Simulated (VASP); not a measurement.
# Rb (P6_3/mmc) in VASP: a series of runs

Runs on Rb. Level: PBE. Tasks: single point.

Everything below comes from runs of VASP 6.6.1. Logs are shortened: lines on timing, memory, paths and dates and some standing lists are left out, and cuts for length are marked.

## (1) The cell of the first run

It takes space group P6_3/mmc (No. 194, hexagonal). Conventional cell: a = 4.026 Å, b = 4.026 Å, c = 6.594 Å, α = 90.00°, β = 90.00°, γ = 120.00°. Rb (site symmetry -6m2) has 12 Rb at 4.03 Å within 5.3 Å.

This isn't the form of Rb at room conditions, which is bcc.

## (2) Single point, PBE

File INCAR:

```
  PREC = Accurate
  ENCUT = 520
  EDIFF = 1E-7
  ISMEAR = -1
  SIGMA = 0.1
  LREAL = F
  LASPH = T
  NELM = 60
  ALGO = Normal
  ISIF = 2
  LWAVE = F
  LCHARG = F
  GGA = PE
  NBANDS = 16
```

File KPOINTS:

```
Automatic mesh
0
Gamma
  11 11 6
```

File POSCAR:

```
Rb
1.0
    4.0256466808      0.0000000000      0.0000000000
   -2.0128233404      3.4863122923      0.0000000000
    0.0000000000      0.0000000000      6.5938873331
Rb
2
Direct
    0.3333333333      0.6666666667      0.2500000000
    0.6666666667      0.3333333333      0.7500000000
```

Potentials or basis: VASP PAW PBE potentials, release 64 (Rb_sv).

The run is started by

```bash
$ cat potpaw_PBE.64/Rb_sv/POTCAR > POTCAR
$ mpirun -np 1 vasp_std > vasp.out
```

OUTCAR:

```text
PREC = Accurate
   ENCUT = 520
   EDIFF = 1E-7
   ISMEAR = -1
   LREAL = F
   LASPH = T
   NELM = 60
   ISIF = 2
   GGA = PE

 ion  position               nearest neighbor table
   1  0.333  0.667  0.250-   2 4.03   2 4.03   2 4.03   2 4.03   2 4.03   2 4.03   2 5.70   2 5.70
                             2 5.70   2 5.70   2 5.70   2 5.70
   2  0.667  0.333  0.750-   1 4.03   1 4.03   1 4.03   1 4.03   1 4.03   1 4.03   1 5.70   1 5.70
                             1 5.70   1 5.70   1 5.70   1 5.70

  LATTYP: Found a hexagonal cell.
 ALAT       =     4.0256466808
 C/A-ratio  =     1.6379697117

  Lattice vectors:

 A1 = (   4.0256466808,   0.0000000000,   0.0000000000)
 A2 = (  -2.0128233404,   3.4863122923,   0.0000000000)
 A3 = (   0.0000000000,   0.0000000000,   6.5938873331)

Analysis of symmetry for initial positions (statically):
=====================================================================
 Subroutine PRICEL returns:
 Original cell was already a primitive cell.

 Routine SETGRP: Setting up the symmetry group for a
 hexagonal supercell.

 Subroutine GETGRP returns: Found 24 space group operations
 (whereof 12 operations were pure point group operations)
 out of a pool of 24 trial point group operations.

The static configuration has the point symmetry D_3d.
 The point group associated with its full space group is D_6h.

Analysis of symmetry for dynamics (positions and initial velocities):
=====================================================================
 Subroutine PRICEL returns:
 Original cell was already a primitive cell.

 Routine SETGRP: Setting up the symmetry group for a
 hexagonal supercell.

 Subroutine GETGRP returns: Found 24 space group operations
 (whereof 12 operations were pure point group operations)
 out of a pool of 24 trial point group operations.

The dynamic configuration has the point symmetry D_3d.
 The point group associated with its full space group is D_6h.

 Subroutine INISYM returns: Found 24 space group operations
 (whereof 12 operations are pure point group operations),
 and found     1 'primitive' translations

----------------------------------------------------------------------------------------

                                     Primitive cell

  volume of cell :      92.5430

  direct lattice vectors                    reciprocal lattice vectors
     4.025646681  0.000000000  0.000000000     0.248407294  0.143418018  0.000000000
    -2.012823340  3.486312292  0.000000000     0.000000000  0.286836037  0.000000000
     0.000000000  0.000000000  6.593887333     0.000000000  0.000000000  0.151655609

  length of vectors
     4.025646681  4.025646681  6.593887333     0.286836037  0.286836037  0.151655609

  position of ions in fractional coordinates (direct lattice)
     0.333333333  0.666666667  0.250000000
     0.666666667  0.333333333  0.750000000

  ion indices of the primitive-cell ions
   primitive index   ion index
                 1           1
                 2           2

----------------------------------------------------------------------------------------

 KPOINTS: Automatic mesh

Automatic generation of k-mesh.
 Grid dimensions read from file:
 generate k-points for:   11   11    6

 Generating k-lattice:

  Cartesian coordinates                     Fractional coordinates (reciprocal lattice)
     0.022582481  0.013038002  0.000000000     0.090909091  0.000000000  0.000000000
     0.000000000  0.026076003  0.000000000     0.000000000  0.090909091  0.000000000
     0.000000000  0.000000000  0.025275935     0.000000000  0.000000000  0.166666667

  Length of vectors
     0.026076003  0.026076003  0.025275935

  Shift w.r.t. Gamma in fractional coordinates (k-lattice)
     0.000000000  0.000000000  0.000000000

 Subroutine IBZKPT returns following result:
 ===========================================

 Found     64 irreducible k-points:

 Following reciprocal coordinates:
            Coordinates               Weight
  0.000000  0.000000  0.000000      1.000000
  0.090909 -0.000000  0.000000      6.000000
  0.181818  0.000000  0.000000      6.000000
  0.272727  0.000000  0.000000      6.000000
  0.363636  0.000000  0.000000      6.000000
  0.454545  0.000000  0.000000      6.000000
[... 16 lines left out ...]
  0.090909  0.090909  0.166667     12.000000
  0.181818  0.090909  0.166667     24.000000
 [... further k-points ...]
   k-points           NKPTS =     64   k-points in BZ     NKDIM =     64   number of bands    NBANDS=     16
   number of dos      NEDOS =    301   number of ions     NIONS =      2
   total plane-waves  NPLWV =  45000
   dimension x,y,z NGX =    30 NGY =   30 NGZ =   50
   dimension x,y,z NGXF=    60 NGYF=   60 NGZF=  100
   ions per type =               2
   NGX,Y,Z   is equivalent  to a cutoff of  12.39, 12.39, 12.61 a.u.
   NGXF,Y,Z  is equivalent  to a cutoff of  24.78, 24.78, 25.21 a.u.
 SYSTEM =  unknown system
   PREC   = accura    normal or accurate (medium, high low for compatibility)
   ISTART =      0    job   : 0-new  1-cont  2-samecut
   ICHARG =      2    charge: 1-file 2-atom 10-const
   ISPIN  =      1    spin polarized calculation?
   LNONCOLLINEAR =      F non collinear calculations
   LSORBIT =      F    spin-orbit coupling
   LASPH  =      T    aspherical Exc in radial PAW
   ENCUT  =  520.0 eV  38.22 Ry    6.18 a.u.   7.49  7.49 12.26*2*pi/ulx,y,z
   NELM   =     60;   NELMIN=  2; NELMDL= -5     # of ELM steps
   EDIFF  = 0.1E-06   stopping-criterion for ELM
   LREAL  =      F    real-space projection
   EDIFFG = 0.1E-05   stopping-criterion for IOM
   NSW    =      0    number of steps for IOM
   IBRION =     -1    ionic relax: 0-MD 1-quasi-New 2-CG
   NFREE  =      0    steps in history (QN), initial steepest desc. (CG)
   ISIF   =      2    stress and relaxation
   ISYM   =      2    0-nonsym 1-usesym 2-fastsym
   POTIM  = 0.5000    time-step for ionic-motion
   TEBEG  =    0.0;   TEEND  =   0.0 temperature during run
   PSTRESS=    0.0 pullay stress
   NELECT =      18.0000    total number of electrons
   NUPDOWN=      -1.0000    fix difference up-down
   EMIN   =  10.00;   EMAX   =-10.00  energy-range for DOS
   EFERMI =   0.00;   METHOD = LEGACY
   ISMEAR =    -1;   SIGMA  =   0.10  broadening in eV -4-tet -1-fermi 0-gaus
   EFERMI_NEDOS =   21; number of points for ismear=-14 and -15
   IALGO  =     38    algorithm
   IMIX   =      4    mixing-type and parameters
     AMIX     =   0.40;   BMIX     =  1.00
     AMIX_MAG =   1.60;   BMIX_MAG =  1.00
  volume/ion in A,a.u.               =      46.27       312.26
  Fermi-wavevector in a.u.,A,eV,Ry     =   0.948530  1.792462 12.241292  0.899710
  Thomas-Fermi vector in A             =   2.076727
   LORBIT       =      0    0 simple, 1 ext, 2 COOP (PROOUT), +10 PAW based schemes
   GGA     = PE    functional components
   LHFCALC =     F    Hartree Fock is set to
   AEXX    =    0.0000 exact exchange contribution
   IVDW    =     0    specifies the selected vdW correction
   LEPSILON=     F    determine dielectric tensor
   LRPA    =     F    only Hartree local field effects (RPA)
 non-spin polarized calculation
  energy-cutoff  :      520.00
  volume of cell :       92.54
 maximum number of plane-waves:      2539
 NGX is ok and might be reduce to    30
   NGX = 15   NGY = 15   NGZ = 25

 number of electron      18.0000000 magnetization

 Free energy of the ion-electron system (eV)
  ---------------------------------------------------
  ext. energy  EPLUGINS =         0.00000000
  ---------------------------------------------------
  free energy    TOTEN  =        -0.84727787 eV

  energy without entropy =       -0.78646352  energy(sigma->0) =       -0.81687069

 E-fermi :   2.2215     XC(G=0):  -7.4160

 val. band max:        2.1931079747   @ k =   0.0909  -0.0000   0.0000
 cond. band min:       2.2493246623   @ k =   0.0909   0.0909   0.1667
 fundamental gap:      0.0562166876
 Fermi energy:         2.2215147822

 k-point     1 :       0.0000    0.0000    0.0000
  band No.  band energies     occupation
      1     -26.7338      2.00000
      2     -26.6574      2.00000
      3     -11.2730      2.00000
      4     -10.5892      2.00000
      5     -10.5892      2.00000
      6     -10.4981      2.00000
[... 8 lines left out ...]
     15       6.7425      0.00000
     16       6.7425      0.00000

 k-point     2 :       0.0909   -0.0000    0.0000
  band No.  band energies     occupation
      1     -26.7284      2.00000
      2     -26.6547      2.00000
      3     -11.2520      2.00000
      4     -10.6395      2.00000
      5     -10.6044      2.00000
      6     -10.5507      2.00000
[... 8 lines left out ...]
     15       6.4914      0.00000
     16       6.9014      0.00000

 k-point     3 :       0.1818    0.0000    0.0000
  band No.  band energies     occupation
      1     -26.7134      2.00000
      2     -26.6477      2.00000
      3     -11.1924      2.00000
      4     -10.7744      2.00000
      5     -10.6851      2.00000
      6     -10.6432      2.00000
[... 8 lines left out ...]
     15       6.6747      0.00000
     16       6.7963      0.00000

 k-point     4 :       0.2727    0.0000    0.0000
  band No.  band energies     occupation
      1     -26.6929      2.00000
      2     -26.6394      2.00000
      3     -11.1047      2.00000
      4     -10.9495      2.00000
      5     -10.8466      2.00000
      6     -10.6911      2.00000
[... 8 lines left out ...]
     15       6.3747      0.00000
     16       7.4016      0.00000
[... 324 lines left out ...]
 k-point    22 :       0.4545    0.0000    0.1667
  band No.  band energies     occupation
      1     -26.6565      2.00000
      2     -26.6333      2.00000
      3     -11.2206      2.00000
      4     -11.1000      2.00000
      5     -10.8754      2.00000
      6     -10.7466      2.00000
[... 8 lines left out ...]
     15       6.0423      0.00000
     16       8.4902      0.00000

 k-point    23 :       0.0909    0.0909    0.1667
  band No.  band energies     occupation
      1     -26.7137      2.00000
      2     -26.6544      2.00000
      3     -11.1753      2.00000
      4     -10.7079      2.00000
      5     -10.6951      2.00000
      6     -10.6163      2.00000
[... 8 lines left out ...]
     15       6.3933      0.00000
     16       6.8585      0.00000

 k-point    24 :       0.1818    0.0909    0.1667
  band No.  band energies     occupation
      1     -26.6966      2.00000
      2     -26.6461      2.00000
      3     -11.1214      2.00000
      4     -10.8544      2.00000
      5     -10.8143      2.00000
      6     -10.6675      2.00000
[... 8 lines left out ...]
     15       6.3875      0.00000
     16       7.0730      0.00000

 [... further k-points ...]
[... 5 lines left out ...]
  --------------------------------------------------------------------------------------
  -------------------------------------------------------------------------------------
  Total        3.5717774      3.5717774      3.5812555      0.0000000     -0.0000000      0.0000000
  in kB       61.8374396     61.8374396     62.0015330      0.0000000     -0.0000000      0.0000000
  external PRESSURE =      61.8921374 kB  Pullay stress =       0.0000000 kB

 VOLUME and BASIS-vectors are now :
 -----------------------------------------------------------------------------
  energy-cutoff  :      520.00
  volume of cell :       92.54
      direct lattice vectors                 reciprocal lattice vectors
     4.025646681  0.000000000  0.000000000     0.248407294  0.143418018  0.000000000
    -2.012823340  3.486312292  0.000000000     0.000000000  0.286836037  0.000000000
     0.000000000  0.000000000  6.593887333     0.000000000  0.000000000  0.151655609

 POSITION                                       TOTAL-FORCE (eV/Angst)
 -----------------------------------------------------------------------------------
     -0.00000      2.32421      1.64847         0.000000     -0.000000      0.000000
      2.01282      1.16210      4.94542        -0.000000      0.000000      0.000000
 -----------------------------------------------------------------------------------
    total drift:                               -0.000000      0.000000     -0.000000

  FREE ENERGIE OF THE ION-ELECTRON SYSTEM (eV)
  ---------------------------------------------------
  free  energy   TOTEN  =        -0.8472778700 eV

  energy  without entropy=       -0.7864635160  energy(sigma->0) =       -0.81687069
```

Wall time 2.2 min (1 thread of Intel Xeon 8259CL, shared host); peak memory 0.23 GiB.

What came out:

```yaml
Free_energy: -0.8473 eV
Pressure: 6.2 GPa
Band_gap_on_the_k_mesh: zero (bands 9 and 10 overlap by 2.53 eV)
```

Levels at points of the mesh, in eV from the Fermi level:
```csv
k point,band 6,band 7,band 8,band 9,band 10,band 11,band 12,band 13
"(0.00, 0.00, 0.00)",-12.72,-12.72,-12.72,-2.90,-0.20,1.63,3.84,3.84
"(0.00, 0.00, 0.50)",-12.77,-12.77,-12.77,-1.67,-1.67,2.52,2.52,3.87
```

Caveat: the cell stands under pressure.

## (3) Single point, PBE

File INCAR:

```
PREC = Accurate
ENCUT = 520
EDIFF = 1E-7
ISMEAR = -1
SIGMA = 0.1
LREAL = False
LASPH = True
NELM = 60
ALGO = Normal
ISIF = 2
LWAVE = False
LCHARG = False
GGA = PE
NBANDS = 16
```

File KPOINTS:

```
regular mesh
0
Gamma
  11 11 6
```

File POSCAR:

```
Rb
1.0
    4.0256466808      0.0000000000      0.0000000000
   -2.0128233404      3.4863122922      0.0000000000
    0.0000000000      0.0000000000      6.5938873331
Rb
2
Direct
    0.3333333333      0.6666666667      0.2500000000
    0.6666666667      0.3333333333      0.7500000000
```

Potentials or basis: VASP PAW PBE potentials, release 64 (Rb_sv).

The run is started by

```bash
$ cat potpaw_PBE.64/Rb_sv/POTCAR > POTCAR
$ mpirun -np 1 vasp_std > vasp.out
```

OUTCAR:

```text
PREC = Accurate
   ENCUT = 520
   EDIFF = 1E-7
   ISMEAR = -1
   LREAL = False
   LASPH = True
   NELM = 60
   ISIF = 2
   GGA = PE

 ion  position               nearest neighbor table
   1  0.333  0.667  0.250-   2 4.03   2 4.03   2 4.03   2 4.03   2 4.03   2 4.03   2 5.70   2 5.70
                             2 5.70   2 5.70   2 5.70   2 5.70
   2  0.667  0.333  0.750-   1 4.03   1 4.03   1 4.03   1 4.03   1 4.03   1 4.03   1 5.70   1 5.70
                             1 5.70   1 5.70   1 5.70   1 5.70

  LATTYP: Found a hexagonal cell.
 ALAT       =     4.0256466808
[... 633 lines left out ...]
      4     -10.8544      2.00000
      5     -10.8143      2.00000
      6     -10.6675      2.00000
[... 8 lines left out ...]
     15       6.3875      0.00000
     16       7.0730      0.00000

 [... further k-points ...]
[... 5 lines left out ...]
  --------------------------------------------------------------------------------------
  -------------------------------------------------------------------------------------
  Total        3.5717774      3.5717774      3.5812555      0.0000000      0.0000000      0.0000000
  in kB       61.8374397     61.8374397     62.0015332      0.0000000      0.0000000      0.0000000
  external PRESSURE =      61.8921375 kB  Pullay stress =       0.0000000 kB

 VOLUME and BASIS-vectors are now :
 -----------------------------------------------------------------------------
  energy-cutoff  :      520.00
  volume of cell :       92.54
      direct lattice vectors                 reciprocal lattice vectors
     4.025646681  0.000000000  0.000000000     0.248407294  0.143418018  0.000000000
    -2.012823340  3.486312292  0.000000000     0.000000000  0.286836037  0.000000000
     0.000000000  0.000000000  6.593887333     0.000000000  0.000000000  0.151655609

 POSITION                                       TOTAL-FORCE (eV/Angst)
 -----------------------------------------------------------------------------------
     -0.00000      2.32421      1.64847        -0.000000     -0.000000      0.000000
      2.01282      1.16210      4.94542         0.000000      0.000000      0.000000
 -----------------------------------------------------------------------------------
    total drift:                               -0.000000      0.000000     -0.000000

  FREE ENERGIE OF THE ION-ELECTRON SYSTEM (eV)
  ---------------------------------------------------
  free  energy   TOTEN  =        -0.8472778700 eV

  energy  without entropy=       -0.7864635160  energy(sigma->0) =       -0.81687069
```

Wall time 2 min (1 thread of Intel Xeon 8259CL, shared host); peak memory 0.24 GiB.

What came out:

- Free energy: -0.8473 eV
- Pressure: 6.2 GPa
- Band gap on the k mesh: zero (bands 9 and 10 overlap by 2.53 eV)

Caveat: the cell stands under pressure.

The gap in the log of VASP goes by the Fermi energy; the results here count the filled bands.